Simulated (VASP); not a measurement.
# AlRu (Pm-3m) in VASP: a series of runs

Runs on AlRu. Level: PBEsol. Tasks: single point.

Program: VASP 6.6.1. These are calculated values, not measurements. Logs are shortened: lines on timing, memory, paths and dates and some standing lists are left out, and cuts for length are marked.

## (1) The cell of the first run

Symmetry: Pm-3m, No. 221, cubic system. Conventional cell: a = 2.916 Å, b = 2.916 Å, c = 2.916 Å, α = 90.00°, β = 90.00°, γ = 90.00°. Within 3.3 Å of Al (site symmetry m-3m) lie 8 Ru at 2.53 Å and 6 Al at 2.92 Å. Ru (site symmetry m-3m) has 8 Al at 2.53 Å and 6 Ru at 2.92 Å within 3.3 Å.

## (2) Single point, PBEsol (volume scaled by 0.94)

Contents of INCAR:

```
ALGO = Normal
EDIFF = 1E-6
ENCUT = 520
GGA = PS
ISIF = 2
ISMEAR = 0
LASPH = T
LCHARG = F
LREAL = F
LWAVE = F
NBANDS = 16
NELM = 100
PREC = Accurate
SIGMA = 0.1
```

Contents of KPOINTS:

```
k-points
0
Gamma
  14 14 14
```

Contents of POSCAR:

```
AlRu
1.0
    2.9156477572      0.0000000000      0.0000000000
    0.0000000000      2.9156477572      0.0000000000
    0.0000000000      0.0000000000      2.9156477572
Al Ru
1 1
Direct
    0.0000000000      0.0000000000      0.0000000000
    0.5000000000      0.5000000000      0.5000000000
```

Potentials or basis: VASP PAW PBE potentials, release 64 (Al, Ru_pv).

Command:

```sh
$ cat potpaw_PBE.64/Al/POTCAR potpaw_PBE.64/Ru_pv/POTCAR > POTCAR
$ mpirun -np 1 vasp_std > vasp.out
```

OUTCAR:

```text
EDIFF = 1E-6
   ENCUT = 520
   GGA = PS
   ISIF = 2
   ISMEAR = 0
   LASPH = T
   LREAL = F
   NELM = 100
   PREC = Accurate

 ion  position               nearest neighbor table
   1  0.000  0.000  0.000-   2 2.53   2 2.53   2 2.53   2 2.53   2 2.53   2 2.53   2 2.53   2 2.53

   2  0.500  0.500  0.500-   1 2.53   1 2.53   1 2.53   1 2.53   1 2.53   1 2.53   1 2.53   1 2.53

  LATTYP: Found a simple cubic cell.
 ALAT       =     2.9156477572

  Lattice vectors:

 A1 = (   2.9156477572,   0.0000000000,   0.0000000000)
 A2 = (   0.0000000000,   2.9156477572,   0.0000000000)
 A3 = (   0.0000000000,   0.0000000000,   2.9156477572)

Analysis of symmetry for initial positions (statically):
=====================================================================
 Subroutine PRICEL returns:
 Original cell was already a primitive cell.

 Routine SETGRP: Setting up the symmetry group for a
 simple cubic supercell.

 Subroutine GETGRP returns: Found 48 space group operations
 (whereof 48 operations were pure point group operations)
 out of a pool of 48 trial point group operations.

The static configuration has the point symmetry O_h .

Analysis of symmetry for dynamics (positions and initial velocities):
=====================================================================
 Subroutine PRICEL returns:
 Original cell was already a primitive cell.

 Routine SETGRP: Setting up the symmetry group for a
 simple cubic supercell.

 Subroutine GETGRP returns: Found 48 space group operations
 (whereof 48 operations were pure point group operations)
 out of a pool of 48 trial point group operations.

The dynamic configuration has the point symmetry O_h .

 Subroutine INISYM returns: Found 48 space group operations
 (whereof 48 operations are pure point group operations),
 and found     1 'primitive' translations

----------------------------------------------------------------------------------------

                                     Primitive cell

  volume of cell :      24.7859

  direct lattice vectors                    reciprocal lattice vectors
     2.915647757  0.000000000  0.000000000     0.342976959  0.000000000  0.000000000
     0.000000000  2.915647757  0.000000000     0.000000000  0.342976959  0.000000000
     0.000000000  0.000000000  2.915647757     0.000000000  0.000000000  0.342976959

  length of vectors
     2.915647757  2.915647757  2.915647757     0.342976959  0.342976959  0.342976959

  position of ions in fractional coordinates (direct lattice)
     0.000000000  0.000000000  0.000000000
     0.500000000  0.500000000  0.500000000

  ion indices of the primitive-cell ions
   primitive index   ion index
                 1           1
                 2           2

----------------------------------------------------------------------------------------

 KPOINTS: k-points

Automatic generation of k-mesh.
 Grid dimensions read from file:
 generate k-points for:   14   14   14

 Generating k-lattice:

  Cartesian coordinates                     Fractional coordinates (reciprocal lattice)
     0.024498354  0.000000000  0.000000000     0.071428571  0.000000000  0.000000000
     0.000000000  0.024498354  0.000000000     0.000000000  0.071428571  0.000000000
     0.000000000  0.000000000  0.024498354     0.000000000  0.000000000  0.071428571

  Length of vectors
     0.024498354  0.024498354  0.024498354

  Shift w.r.t. Gamma in fractional coordinates (k-lattice)
     0.000000000  0.000000000  0.000000000

 Subroutine IBZKPT returns following result:
 ===========================================

 Found    120 irreducible k-points:

 Following reciprocal coordinates:
            Coordinates               Weight
  0.000000  0.000000  0.000000      1.000000
  0.071429  0.000000  0.000000      6.000000
  0.142857  0.000000  0.000000      6.000000
  0.214286  0.000000  0.000000      6.000000
  0.285714  0.000000  0.000000      6.000000
  0.357143  0.000000  0.000000      6.000000
[... 16 lines left out ...]
  0.285714  0.214286  0.000000     24.000000
  0.357143  0.214286  0.000000     24.000000
 [... further k-points ...]
   k-points           NKPTS =    120   k-points in BZ     NKDIM =    120   number of bands    NBANDS=     16
   number of dos      NEDOS =    301   number of ions     NIONS =      2
   total plane-waves  NPLWV =  13824
   dimension x,y,z NGX =    24 NGY =   24 NGZ =   24
   dimension x,y,z NGXF=    48 NGYF=   48 NGZF=   48
   ions per type =               1   1
   NGX,Y,Z   is equivalent  to a cutoff of  13.68, 13.68, 13.68 a.u.
   NGXF,Y,Z  is equivalent  to a cutoff of  27.37, 27.37, 27.37 a.u.
 SYSTEM =  unknown system
   PREC   = accura    normal or accurate (medium, high low for compatibility)
   ISTART =      0    job   : 0-new  1-cont  2-samecut
   ICHARG =      2    charge: 1-file 2-atom 10-const
   ISPIN  =      1    spin polarized calculation?
   LNONCOLLINEAR =      F non collinear calculations
   LSORBIT =      F    spin-orbit coupling
   LASPH  =      T    aspherical Exc in radial PAW
   ENCUT  =  520.0 eV  38.22 Ry    6.18 a.u.   5.42  5.42  5.42*2*pi/ulx,y,z
   NELM   =    100;   NELMIN=  2; NELMDL= -5     # of ELM steps
   EDIFF  = 0.1E-05   stopping-criterion for ELM
   LREAL  =      F    real-space projection
   EDIFFG = 0.1E-04   stopping-criterion for IOM
   NSW    =      0    number of steps for IOM
   IBRION =     -1    ionic relax: 0-MD 1-quasi-New 2-CG
   NFREE  =      0    steps in history (QN), initial steepest desc. (CG)
   ISIF   =      2    stress and relaxation
   ISYM   =      2    0-nonsym 1-usesym 2-fastsym
   POTIM  = 0.5000    time-step for ionic-motion
   TEBEG  =    0.0;   TEEND  =   0.0 temperature during run
   PSTRESS=    0.0 pullay stress
   NELECT =      17.0000    total number of electrons
   NUPDOWN=      -1.0000    fix difference up-down
   EMIN   =  10.00;   EMAX   =-10.00  energy-range for DOS
   EFERMI =   0.00;   METHOD = LEGACY
   ISMEAR =     0;   SIGMA  =   0.10  broadening in eV -4-tet -1-fermi 0-gaus
   EFERMI_NEDOS =   21; number of points for ismear=-14 and -15
   IALGO  =     38    algorithm
   IMIX   =      4    mixing-type and parameters
     AMIX     =   0.40;   BMIX     =  1.00
     AMIX_MAG =   1.60;   BMIX_MAG =  1.00
  volume/ion in A,a.u.               =      12.39        83.63
  Fermi-wavevector in a.u.,A,eV,Ry     =   1.443741  2.728276 28.359838  2.084389
  Thomas-Fermi vector in A             =   2.562115
   LORBIT       =      0    0 simple, 1 ext, 2 COOP (PROOUT), +10 PAW based schemes
   GGA     = PS    functional components
   LHFCALC =     F    Hartree Fock is set to
   AEXX    =    0.0000 exact exchange contribution
   IVDW    =     0    specifies the selected vdW correction
   LEPSILON=     F    determine dielectric tensor
   LRPA    =     F    only Hartree local field effects (RPA)
 non-spin polarized calculation
 Gauss-broadening in eV      SIGMA  =   0.10
  energy-cutoff  :      520.00
  volume of cell :       24.79
 maximum number of plane-waves:       691
 NGX is ok and might be reduce to    24
   NGX = 11   NGY = 11   NGZ = 11

 number of electron      17.0000003 magnetization

 Free energy of the ion-electron system (eV)
  ---------------------------------------------------
  ext. energy  EPLUGINS =         0.00000000
  ---------------------------------------------------
  free energy    TOTEN  =       -15.44436010 eV

  energy without entropy =      -15.43585253  energy(sigma->0) =      -15.44010632

 E-fermi :  11.7223     XC(G=0): -13.0897

 val. band max:       11.7085349199   @ k =   0.0714   0.0714   0.0714
 cond. band min:      11.7315906109   @ k =   0.5000   0.2857   0.1429
 fundamental gap:      0.0230556910
 Fermi energy:        11.7223181624

 k-point     1 :       0.0000    0.0000    0.0000
  band No.  band energies     occupation
      1     -30.0081      2.00000
      2     -30.0081      2.00000
      3     -30.0081      2.00000
      4       1.5803      2.00000
      5       7.6911      2.00000
      6       7.6911      2.00000
[... 8 lines left out ...]
     15      23.7222      0.00000
     16      28.3200      0.00000

 k-point     2 :       0.0714    0.0000    0.0000
  band No.  band energies     occupation
      1     -30.0223      2.00000
      2     -30.0069      2.00000
      3     -30.0069      2.00000
      4       1.6857      2.00000
      5       7.7294      2.00000
      6       7.7348      2.00000
[... 8 lines left out ...]
     15      23.7233      0.00000
     16      28.6249      0.00000

 k-point     3 :       0.1429    0.0000    0.0000
  band No.  band energies     occupation
      1     -30.0619      2.00000
      2     -30.0036      2.00000
      3     -30.0036      2.00000
      4       1.9960      2.00000
      5       7.8376      2.00000
      6       7.8394      2.00000
[... 8 lines left out ...]
     15      24.3507      0.00000
     16      29.5709      0.00000

 k-point     4 :       0.2143    0.0000    0.0000
  band No.  band energies     occupation
      1     -30.1188      2.00000
      2     -29.9987      2.00000
      3     -29.9987      2.00000
      4       2.4948      2.00000
      5       7.9101      2.00000
      6       8.0061      2.00000
[... 8 lines left out ...]
     15      24.9839      0.00000
     16      29.6379      0.00000
[... 324 lines left out ...]
 k-point    22 :       0.2143    0.2143    0.0000
  band No.  band energies     occupation
      1     -30.1109      2.00000
      2     -30.1038      2.00000
      3     -29.9893      2.00000
      4       3.3278      2.00000
      5       8.0422      2.00000
      6       8.4523      2.00000
[... 8 lines left out ...]
     15      26.8219      0.00000
     16      27.4721      0.00000

 k-point    23 :       0.2857    0.2143    0.0000
  band No.  band energies     occupation
      1     -30.1690      2.00000
      2     -30.1007      2.00000
      3     -29.9838      2.00000
      4       3.9124      2.00000
      5       7.8789      2.00000
      6       8.6792      2.00000
[... 8 lines left out ...]
     15      26.3054      0.00000
     16      27.6917      0.00000

 k-point    24 :       0.3571    0.2143    0.0000
  band No.  band energies     occupation
      1     -30.2238      2.00000
      2     -30.0949      2.00000
      3     -29.9789      2.00000
      4       4.5885      2.00000
      5       7.4582      2.00000
      6       8.8800      2.00000
[... 8 lines left out ...]
     15      25.0860      0.00000
     16      26.7238      0.00000

 [... further k-points ...]
[... 5 lines left out ...]
  --------------------------------------------------------------------------------------
  -------------------------------------------------------------------------------------
  Total        2.4218331      2.4218331      2.4218331     -0.0000000     -0.0000000      0.0000000
  in kB      156.5487560    156.5487560    156.5487560     -0.0000000     -0.0000000      0.0000000
  external PRESSURE =     156.5487560 kB  Pullay stress =       0.0000000 kB

 VOLUME and BASIS-vectors are now :
 -----------------------------------------------------------------------------
  energy-cutoff  :      520.00
  volume of cell :       24.79
      direct lattice vectors                 reciprocal lattice vectors
     2.915647757  0.000000000  0.000000000     0.342976959  0.000000000  0.000000000
     0.000000000  2.915647757  0.000000000     0.000000000  0.342976959  0.000000000
     0.000000000  0.000000000  2.915647757     0.000000000  0.000000000  0.342976959

 POSITION                                       TOTAL-FORCE (eV/Angst)
 -----------------------------------------------------------------------------------
      0.00000      0.00000      0.00000         0.000000      0.000000      0.000000
      1.45782      1.45782      1.45782         0.000000      0.000000      0.000000
 -----------------------------------------------------------------------------------
    total drift:                                0.000000     -0.000000     -0.000000

  FREE ENERGIE OF THE ION-ELECTRON SYSTEM (eV)
  ---------------------------------------------------
  free  energy   TOTEN  =       -15.4443601038 eV

  energy  without entropy=      -15.4358525338  energy(sigma->0) =      -15.44010632
```

It took 22 s on 1 thread of Intel Xeon Platinum 8259CL at 2.50GHz (Skylake/Cascade Lake), shared host; peak memory 0.17 GiB.

Results:

* Free energy: -15.4444 eV
* Pressure: 15.7 GPa

Caveat: the PAW data sets were made with another functional, which shifts forces and pressure a little.

## (3) Single point, PBEsol (volume scaled by 0.97)

Contents of INCAR:

```
SYSTEM = AlRu
ALGO = Normal
EDIFF = 1E-7
ENCUT = 520
GGA = PS
ISIF = 2
ISMEAR = 0
LASPH = .TRUE.
LCHARG = .FALSE.
LREAL = .FALSE.
LWAVE = .FALSE.
NBANDS = 16
NELM = 80
PREC = Accurate
SIGMA = 0.1
```

Contents of KPOINTS:

```
k-points
0
G
  14 14 14
  0 0 0
```

Contents of POSCAR:

```
AlRu
1.0
    2.9463410418      0.0000000000      0.0000000000
    0.0000000000      2.9463410418      0.0000000000
    0.0000000000      0.0000000000      2.9463410418
Al Ru
1 1
Direct
    0.0000000000      0.0000000000      0.0000000000
    0.5000000000      0.5000000000      0.5000000000
```

Potentials or basis: VASP PAW PBE potentials, release 64 (Al, Ru_pv).

Command:

```sh
$ cat potpaw_PBE.64/Al/POTCAR potpaw_PBE.64/Ru_pv/POTCAR > POTCAR
$ mpirun -np 1 vasp_std > vasp.out
```

Run time: 23 s. Hardware: 1 thread of Intel Xeon Platinum 8259CL at 2.50GHz (Skylake/Cascade Lake), shared host; peak memory 0.17 GiB.

The run converged. Its results:

- Free energy: -15.5007 eV
- Pressure: 7.2 GPa

Levels at points of the mesh, in eV from the Fermi level:
| k point | band 6 | band 7 | band 8 | band 9 | band 10 | band 11 | band 12 | band 13 |
| --- | --- | --- | --- | --- | --- | --- | --- | --- |
| (0.00, 0.00, 0.00) | -3.84 | 0.21 | 0.21 | 0.21 | 6.30 | 6.30 | 6.30 | 11.27 |
| (0.50, 0.00, 0.00) | -2.99 | -1.70 | -1.70 | 0.48 | 2.46 | 7.42 | 11.24 | 11.24 |
| (0.50, 0.50, 0.00) | -1.40 | -1.40 | -1.25 | -1.25 | 1.65 | 5.59 | 6.76 | 10.97 |
| (0.50, 0.50, 0.50) | -4.89 | 1.75 | 1.75 | 2.89 | 4.21 | 4.21 | 4.21 | 9.02 |

Caveat: the PAW data sets were made with another functional, which shifts forces and pressure a little.
